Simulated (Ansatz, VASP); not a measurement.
**Ti in VASP and in Ansatz**

Contents of INCAR:

```
SYSTEM = Ti
PREC = Accurate ; ENCUT = 520
EDIFF = 1E-6 ; ISMEAR = 0
SIGMA = 0.15 ; LREAL = .FALSE.
LASPH = .TRUE. ; NELM = 100
ALGO = Fast ; ISIF = 2
LWAVE = .FALSE. ; LCHARG = .FALSE.
GGA = PS ; NBANDS = 12
```

File KPOINTS:

```
Automatic mesh
0
G
  22 22 22
  0 0 0
```

POSCAR

```
Ti
1.0
    0.0000000000      1.9103031386      2.2923637664
    1.9103031386      0.0000000000      2.2923637664
    1.9103031386      1.9103031386      0.0000000000
Ti
1
Direct
    0.0000000000      0.0000000000      0.0000000000
```

Input for Ansatz:

```yaml
crystal:
  lattice:
    - [0.0, 1.9103031386, 2.2923637664]
    - [1.9103031386, 0.0, 2.2923637664]
    - [1.9103031386, 1.9103031386, 0.0]
  atoms:
    - { symbol: Ti, position: [0.0, 0.0, 0.0] }
basis:
  ecutwfc: 420
kpoints:
  mp_grid: { grid: [22, 22, 22] }
hamiltonian:
  xc: pbesol
scf:
  occupations: { method: gaussian, width: 0.15 }
output:
  forces: true
  stress: true
  eigenvalues: true
```

Alike in both runs: task single point; functional PBEsol; k mesh 22 × 22 × 22; occupations gaussian, width 0.15 eV; no spin polarisation.

|  | VASP | Ansatz |
| --- | --- | --- |
| version | VASP 6.6.1 | Ansatz 0.2.0 |
| potentials or method | VASP PAW PBE potentials, release 64 (Ti_sv), cutoff 520 eV | scalar-relativistic, plane waves, PAW |
| valence electrons in the cell | 12 | 12 |

Ansatz gave:

| Quantity | Value |
| --- | --- |
| gap on the k mesh at the Fermi level (eV) | none |
| pressure (GPa) | -1.0 |
| traceless stress, the component that is largest in VASP (GPa) | -3.69 |

Q: Estimate VASP's values.

A: gap on the k mesh at the Fermi level (eV): none; pressure (GPa): -1.3; traceless stress, the component that is largest in VASP (GPa): -3.71.

VASP's potentials were made for PBE, not for PBEsol. A gap of «none» marks a metal or a gap that the smearing closes.
